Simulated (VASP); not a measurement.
Crystal: Ru2Pb.

```
CELL_PARAMETERS angstrom
4.70705 0.00000 0.00000
-2.35353 4.07643 0.00000
0.00000 0.00000 2.99223
ATOMIC_POSITIONS crystal
Ru 0.33333 0.66667 0.50000
Ru 0.66667 0.33333 0.50000
Pb 0.00000 0.00000 0.00000
```

| Item | Value |
| --- | --- |
| Program | VASP 6.6.1 |
| Task | relaxation of cell and atoms |
| Functional | PBE |
| Potentials or basis | VASP PAW PBE potentials, release 64 (Ru_pv, Pb_d) |
| Cutoff | 600 eV |
| k mesh | 6 × 6 × 6 |
| Occupations | gaussian, width 0.1 eV |
| Spin | no spin polarisation |

At the start: pressure -11.9 GPa; volume 19.14 Å³/atom.

How do energy, volume and symmetry change on relaxing?

Over 9 steps the energy falls by 123.0 meV/atom and the volume is 17.79 Å³/atom (-7.1 %); space group P6/mmm (No. 191, to 0.05 Å).

Step by step:
| step | energy change (eV) | largest force (eV/Å) | pressure (GPa) | volume (Å³) |
| --- | --- | --- | --- | --- |
| 1 | 0.0000 | 0.0000 | -11.90 | 57.41 |
| 2 | 0.1959 | 0.0000 | 30.77 | 46.30 |
| 3 | -0.2980 | 0.0000 | 1.47 | 52.04 |
| 4 | -0.2983 | 0.0000 | 1.96 | 51.90 |
| 5 | -0.3563 | 0.0000 | 1.23 | 52.52 |
| 6 | -0.3641 | 0.0000 | 1.40 | 53.16 |
| 7 | -0.3675 | 0.0000 | 1.25 | 52.96 |
| 8 | -0.3640 | 0.0000 | -2.12 | 54.07 |
| 9 | -0.3690 | 0.0000 | 0.00 | 53.36 |

Final structure:
```xyz
3
Lattice="4.4214 0.0000 0.0000 -2.2107 3.8290 0.0000 0.0000 0.0000 3.1516" Properties=species:S:1:pos:R:3 pbc="T T T"
Ru    0.0000    2.5527    1.5758
Ru    2.2107    1.2763    1.5758
Pb    0.0000    0.0000    0.0000
```
